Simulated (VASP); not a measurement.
## Ca2TaO3: single point with PBE

The system is Ca2TaO3.

```
CELL_PARAMETERS angstrom
5.58091 0.00000 0.00000
-2.79046 4.83321 0.00000
0.00000 0.00000 3.27182
ATOMIC_POSITIONS crystal
Ca 0.66667 0.33333 0.50000
Ca 0.33333 0.66667 0.50000
Ta 0.00000 0.00000 0.50000
O 0.00000 0.50000 0.00000
O 0.50000 0.50000 0.00000
O 0.50000 0.00000 0.00000
```

The cell was generated, and may not be a known phase.

```yaml
Program: VASP 6.6.1
Task: single point
Functional: PBE
Potentials_or_basis: VASP PAW PBE potentials, release 64 (Ca_sv, Ta_pv, O)
Cutoff: 520 eV
k_mesh: 6 × 6 × 6
Occupations: gaussian, width 0.1 eV
Spin: collinear spin
Starting_moments: "[0.0, 0.0, 1.0, 0.0, 0.0, 0.0] μB"
Dipole_correction: no
Further_INCAR_settings: ALGO = Normal; EDIFF = 1e-06; NBANDS = 38
```

```
Pressure                                              : 1.8 GPa
Net moment                                            : 0.00 μB per cell
Valence electrons inside the program's atomic spheres : Ca 8.34; Ta 8.40; O 4.92
```

Stress tensor (GPa, compression positive):
```
 12.25   0.00   0.00
  0.00  12.25   0.00
  0.00   0.00 -19.21
```

Levels at points of the mesh, in eV from the Fermi level:
Spin up:
```
           k point  band 23  band 24  band 25  band 26  band 27  band 28
(0.00, 0.00, 0.00)    -0.79    -0.33    -0.33    -0.08    -0.08     1.45
(0.50, 0.00, 0.00)    -1.47    -0.39    -0.37     0.99     1.31     1.59
(0.00, 0.00, 0.50)    -0.59     0.57     0.57     0.96     1.07     1.07
(0.50, 0.00, 0.50)    -0.69    -0.60    -0.39    -0.02     0.72     0.84
```
Spin down:
```
           k point  band 21  band 22  band 23  band 24  band 25  band 26  band 27  band 28  band 29  band 30
(0.00, 0.00, 0.00)    -1.27    -1.00    -0.79    -0.33    -0.33    -0.08    -0.08     1.45     1.45     5.32
(0.50, 0.00, 0.00)    -1.73    -1.66    -1.47    -0.39    -0.37     0.99     1.31     1.59     1.76     2.65
(0.00, 0.00, 0.50)    -0.82    -0.82    -0.59     0.57     0.57     0.96     1.07     1.07     2.81     3.66
(0.50, 0.00, 0.50)    -1.67    -1.59    -0.69    -0.60    -0.39    -0.02     0.72     0.83     4.18     4.32
```

Wall time 5.5 min on 1 thread of Intel(R) Xeon(R) Platinum 8375C CPU @ 2.90GHz (Ice Lake) (shared host), peak memory 0.32 GiB.

Caveat: the stress differs along the axes, from -19 to 12 GPa; spin-orbit coupling is left out, which moves the levels of the heavy elements.
